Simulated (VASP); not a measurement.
Here is a VASP 6.6.1 calculation.

File INCAR:

```
SYSTEM = LiMg12
  PREC = Accurate
  ENCUT = 520
  EDIFF = 1E-7
  ISMEAR = -1
  SIGMA = 0.05
  LREAL = .False.
  LASPH = .True.
  NELM = 100
  ALGO = Normal
  ISIF = 2
  LWAVE = .False.
  LCHARG = .False.
  GGA = PE
  NBANDS = 26
```

KPOINTS

```
regular mesh
0
Gamma
  4 3 4
  0 0 0
```

Contents of POSCAR:

```
LiMg12
1.0
    6.4200000000      0.0000000000      0.0000000000
   -4.8150000000      8.3398250000      0.0000000000
    0.0000000000      0.0000000000      5.2130400000
Mg Li
12 1
Direct
    0.0240082331     -0.0024153984      0.1146415527
    0.2556627462      0.2674828309      0.4913219542
    0.0348011610      0.3253635418      0.0053895616
    0.1153635640      0.5223331425      0.5255844958
    0.0567804103      0.6743437662      0.0306297285
    0.1397942702      0.8858793800      0.5713144346
    0.5116203476      0.0090842434     -0.0223610408
    0.6676299263      0.2040841385      0.4694351089
    0.5609921125      0.3490787876     -0.0288282845
    0.6876740588      0.5733213826      0.4511281325
    0.5442348766      0.6727837814     -0.0726861869
    0.5281719108      0.8242628592      0.4106621089
   -0.1281606733      0.0331164023      0.6729071712
```

Potentials or basis: VASP PAW PBE potentials, release 64 (Mg, Li_sv).

Run with:

```bash
$ cat potpaw_PBE.64/Mg/POTCAR potpaw_PBE.64/Li_sv/POTCAR > POTCAR
$ mpirun -np 1 vasp_std > vasp.out
```

Question: Predict the largest force.

Answer: 0.012 eV/Å.

Question: What does it give for the band gap on the k mesh?

Answer: Zero (an odd number of electrons rules out a gap without spin polarisation).

Forces in eV/Å, atoms in the order of the input:
```
Mg   0.004 -0.005  0.010
Mg   0.004  0.003 -0.006
Mg  -0.001  0.007  0.004
Mg  -0.002  0.001  0.001
Mg   0.003 -0.006 -0.001
Mg  -0.004 -0.004 -0.003
Mg  -0.003 -0.006  0.004
Mg  -0.009  0.002 -0.006
Mg   0.003  0.003  0.008
Mg   0.001  0.007 -0.004
Mg  -0.002  0.007 -0.001
Mg   0.004 -0.007 -0.005
Li   0.002 -0.004 -0.001
```
